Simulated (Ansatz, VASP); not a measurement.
# One calculation of CsW3, two programs

```
Cs W
1.0
     0.00000    3.35706    3.35706
     3.35706    0.00000    3.35706
     3.35706    3.35706    0.00000
Cs W
1 3
Direct
  0.50000 0.50000 0.50000
  0.25000 0.25000 0.25000
  0.75000 0.75000 0.75000
  0.00000 0.00000 0.00000
```

Alike in both runs: functional PBE; k mesh 12 × 12 × 12; occupations gaussian, width 0.1 eV; no spin polarisation.

Ansatz relaxed the structure, and its values are those at the end. VASP's run is a single point on that final structure, the one shown.

|  | VASP | Ansatz |
| --- | --- | --- |
| version | VASP 6.6.1 | Ansatz 0.2.0 |
| potentials or method | VASP PAW PBE potentials, release 64 (Cs_sv, W_sv), cutoff 520 eV | scalar-relativistic, plane waves, PAW |
| valence electrons in the cell | 51 | 51 |

VASP gave:

- gap on the k mesh at the Fermi level (eV): none
- pressure (GPa): 2.0

Problem. Estimate Ansatz's values.

Solution. gap on the k mesh at the Fermi level (eV): none; pressure (GPa): 0.0.

A gap of «none» marks a metal or a gap that the smearing closes.

Spin-orbit coupling is off throughout.
